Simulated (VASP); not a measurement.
Here is a VASP 6.6.1 calculation.

POSCAR

```
ScAl
1.0
    3.3003187945      0.0000000000      0.0000000000
    0.0000000000      3.3003187945      0.0000000000
    0.0000000000      0.0000000000      3.3003187945
Sc Al
1 1
Direct
    0.5000000000      0.5000000000      0.5000000000
    0.0000000000      0.0000000000      0.0000000000
```

Contents of INCAR.step1:

```
PREC = Accurate
ENCUT = 520
ISMEAR = 0
SIGMA = 0.1
LREAL = False
LASPH = True
NELM = 100
NBANDS = 14
GGA = PE
ALGO = Normal
EDIFF = 1E-4
LWAVE = True
LCHARG = False
```

INCAR.step2

```
PREC = Accurate
ENCUT = 520
EDIFF = 1E-6
ISMEAR = 0
SIGMA = 0.1
LREAL = False
LASPH = True
NELM = 100
ALGO = Normal
ISIF = 2
LWAVE = False
LCHARG = True
METAGGA = R2SCAN
LMIXTAU = True
LELF = True
LVHAR = True
NBANDS = 14
ISTART = 1
```

KPOINTS

```
regular mesh
0
Gamma
  12 12 12
```

Potentials or basis: VASP PAW PBE potentials, release 64 (Sc_sv, Al).

Run with:

```bash
$ cat potpaw_PBE.64/Sc_sv/POTCAR potpaw_PBE.64/Al/POTCAR > POTCAR
$ cp INCAR.step1 INCAR
$ mpirun -np 1 vasp_std > vasp.out
$ cp INCAR.step2 INCAR
$ mpirun -np 1 vasp_std > vasp.out
```

**Question.** Predict the pressure.

**Answer.** 6.0 GPa.

**Question.** What does it give for the band gap on the k mesh?

**Answer.** Zero (band 7 reaches 7.04 eV, above the bottom of band 8 at 5.75 eV).

Caveat: the PAW data sets were made with another functional, which shifts forces and pressure a little.
